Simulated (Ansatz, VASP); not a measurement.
## ScF3: VASP beside Ansatz

INCAR

```
SYSTEM = ScF3
PREC     = Accurate       ! precision mode
ENCUT    = 520            ! plane-wave cutoff, eV
EDIFF    = 1E-7           ! SCF threshold, eV
ISMEAR   = -1             ! smearing method
SIGMA    = 0.02           ! smearing width, eV
LREAL    = .FALSE.        ! projectors in reciprocal space
LASPH    = .TRUE.         ! aspherical terms in the spheres
NELM     = 100            ! most SCF steps
ALGO     = Normal         ! electronic algorithm
ISIF     = 2              ! what is computed and relaxed
LWAVE    = .FALSE.        ! write WAVECAR
LCHARG   = .FALSE.        ! write CHGCAR
NBANDS   = 24             ! bands
```

The input KPOINTS:

```
regular mesh
0
G
  6 6 6
  0 0 0
```

Contents of POSCAR:

```
ScF3
1.0
    3.9582210551      0.0000000000      0.0000000000
    0.0000000000      3.9582210551      0.0000000000
    0.0000000000      0.0000000000      3.9582210551
Sc F
1 3
Direct
    0.0000000000      0.0000000000      0.0000000000
    0.5000000000      0.0000000000      0.0000000000
    0.0000000000      0.5000000000      0.0000000000
    0.0000000000      0.0000000000      0.5000000000
```

Input for Ansatz:

```yaml
crystal:
  lattice:
    - [3.9582210551, 0.0, 0.0]
    - [0.0, 3.9582210551, 0.0]
    - [0.0, 0.0, 3.9582210551]
  atoms:
    - { symbol: Sc, position: [0.0, 0.0, 0.0] }
    - { symbol: F, position: [0.5, 0.0, 0.0] }
    - { symbol: F, position: [0.0, 0.5, 0.0] }
    - { symbol: F, position: [0.0, 0.0, 0.5] }
kpoints:
  mp_grid: { grid: [6, 6, 6] }
  band_path:
    path:
      - [0.0, 0.0, 0.0]
      - [0.0, 0.5, 0.0]
      - [0.5, 0.5, 0.0]
      - [0.0, 0.0, 0.0]
      - [0.5, 0.5, 0.5]
      - [0.0, 0.5, 0.0]
      - [0.5, 0.5, 0.5]
      - [0.5, 0.5, 0.0]
    npoints: 5
scf:
  occupations: { method: fermi_dirac, width: 0.02 }
hamiltonian:
  xc: lda
  pseudopotentials: { kind: all_electron, lapw: { basis_error: 0.001 } }
output:
  forces: true
  stress: true
  eigenvalues: true
```

Change from the starting cell: volume scaled by 0.96.

Alike in both runs: task single point; functional LDA; k mesh 6 × 6 × 6; occupations fermi-dirac, width 0.02 eV; no spin polarisation.

```csv
,VASP,Ansatz
version,VASP 6.6.1,Ansatz 0.2.0
potentials or method,"VASP PAW LDA potentials, release 64 (Sc_sv, F), cutoff 520 eV","all-electron LAPW, scalar-relativistic"
```

Ansatz gave:

| Property | Result |
| --- | --- |
| gap on the k mesh at the Fermi level (eV) | 6.42 |
| pressure (GPa) | 1.3 |

Question: Estimate VASP's values.

Answer: gap on the k mesh at the Fermi level (eV): 6.39; pressure (GPa): 2.0.

LDA's correlation is that of Perdew and Zunger in VASP and of Perdew and Wang (1992) in Ansatz. Ansatz ran all-electron here, and VASP with PAW potentials.
